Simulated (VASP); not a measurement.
Wanted: the native input for a VASP 6.6.1 run.

| Property | Result |
| --- | --- |
| Task | single point |
| Functional | PBE |
| Potentials or basis | VASP PAW PBE potentials, release 64 (Pt) |
| Cutoff | 520 eV |
| k mesh | 14 × 14 × 10 |
| Occupations | fermi-dirac, width 0.1 eV |
| Spin | no spin polarisation |
| Dipole correction | no |
| Further INCAR settings | ALGO = Normal; EDIFF = 1e-06; NBANDS = 17 |

The structure of Pt lies in POSCAR:

```
Pt
1.0
   -2.1653791115      2.5252898193      1.3578618995
    2.5252898193     -2.1653791115      1.3578618995
    2.6350224296      2.6350224296     -0.6986847790
Pt
2
Direct
    0.0160877053      0.9839122947      0.0000000000
    0.7339122947      0.2660877053      0.5000000000
```

One way to write it, as run:

INCAR

```
SYSTEM = Pt
PREC     = Accurate       ! precision mode
ENCUT    = 520            ! plane-wave cutoff, eV
EDIFF    = 1E-6           ! SCF threshold, eV
ISMEAR   = -1             ! smearing method
SIGMA    = 0.1            ! smearing width, eV
LREAL    = .FALSE.        ! projectors in reciprocal space
LASPH    = .TRUE.         ! aspherical terms in the spheres
NELM     = 60             ! most SCF steps
ALGO     = Normal         ! electronic algorithm
ISIF     = 2              ! what is computed and relaxed
LWAVE    = .FALSE.        ! write WAVECAR
LCHARG   = .FALSE.        ! write CHGCAR
GGA      = PE             ! functional
NBANDS   = 17             ! bands
```

KPOINTS

```
Automatic mesh
0
G
  14 14 10
  0 0 0
```

Potentials or basis: VASP PAW PBE potentials, release 64 (Pt).

The run is started by

```bash
$ cat potpaw_PBE.64/Pt/POTCAR > POTCAR
$ mpirun -np 1 vasp_std > vasp.out
```

It gave:

```json
{
 "Pressure": "-8.3 GPa",
 "Largest force": "0.025 eV/Å",
 "Band gap on the k mesh": "zero (bands 10 and 11 overlap by 1.22 eV)"
}
```

Caveat: the cell stands under tension; spin-orbit coupling is left out, which moves the levels of the heavy elements.

Run time: 110 s on 1 thread of Intel(R) Xeon(R) 6975P-C (Granite Rapids), with other jobs on the host, peak memory 0.36 GiB.
